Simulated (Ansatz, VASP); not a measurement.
# Y: VASP beside Ansatz

```
Y
1.0
     3.64018    0.00000    0.00000
    -1.82009    3.15249    0.00000
     0.00000    0.00000   11.62944
Y
4
Cartesian
  0.0000 0.0000 11.6294
  -1.8201 3.1525 5.8147
  0.0000 2.1017 2.9074
  1.8201 1.0508 8.7221
```

Alike in both runs: functional r2SCAN; k mesh 10 × 10 × 3; occupations fermi-dirac, width 0.1 eV; no spin polarisation.

Ansatz relaxed the structure, and its values are those at the end. VASP's run is a single point on that final structure, the one shown.

|  | VASP | Ansatz |
| --- | --- | --- |
| version | VASP 6.6.1 | Ansatz 0.2.0 |
| potentials or method | VASP PAW PBE potentials, release 64 (Y_sv), cutoff 520 eV | plane waves (500 eV) with PAW, scalar-relativistic |
| valence electrons in the cell | 44 | 44 |

|  | VASP | Ansatz | Ansatz less VASP |
| --- | --- | --- | --- |
| pressure (GPa) | 0.1 | 0.0 | -0.06 |

VASP's potentials were made for PBE, not for r2SCAN.
